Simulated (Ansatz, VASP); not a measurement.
**BaTiO3 in VASP and in Ansatz**

```
Ba Ti O
1.0
     3.98550    0.00000    0.00000
     0.00000    2.83690    2.84515
     0.00000   -2.83690    2.84515
Ba Ti O
1 1 3
Direct
  0.00000 0.00000 0.00000
  0.50000 0.51240 0.51240
  0.50000 0.99184 0.50524
  0.50000 0.50524 0.99184
  0.00000 0.48740 0.48740
```

Alike in both runs: functional PBEsol; k mesh 7 × 7 × 7; occupations fermi-dirac, width 0.05 eV; non-collinear spin, spin-orbit coupling.

|  | VASP | Ansatz |
| --- | --- | --- |
| version | VASP 6.6.1 | Ansatz 0.2.0 |
| potentials or method | VASP PAW PBE potentials, release 64 (Ba_sv, Ti_sv, O) | Ansatz PAW |
| plane-wave cutoff (eV) | 520 | 420 |
| valence electrons in the cell | 40 | 40 |
| task | single point | band structure |

Ansatz gave:

* pressure (GPa): -3.9
* traceless stress, the component that is largest in VASP (GPa): -0.37
* rms of the force components (eV/Å): 0.135

Estimate VASP's values.

pressure (GPa): -2.1; traceless stress, the component that is largest in VASP (GPa): -0.37; rms of the force components (eV/Å): 0.131.

VASP's potentials were made for PBE, not for PBEsol. Atom by atom the forces differ by 0.012 eV/Å (rms over components).

Noted on Ansatz's run: the k mesh misses the band edges, so the gap on the mesh is wider than the one along the path.
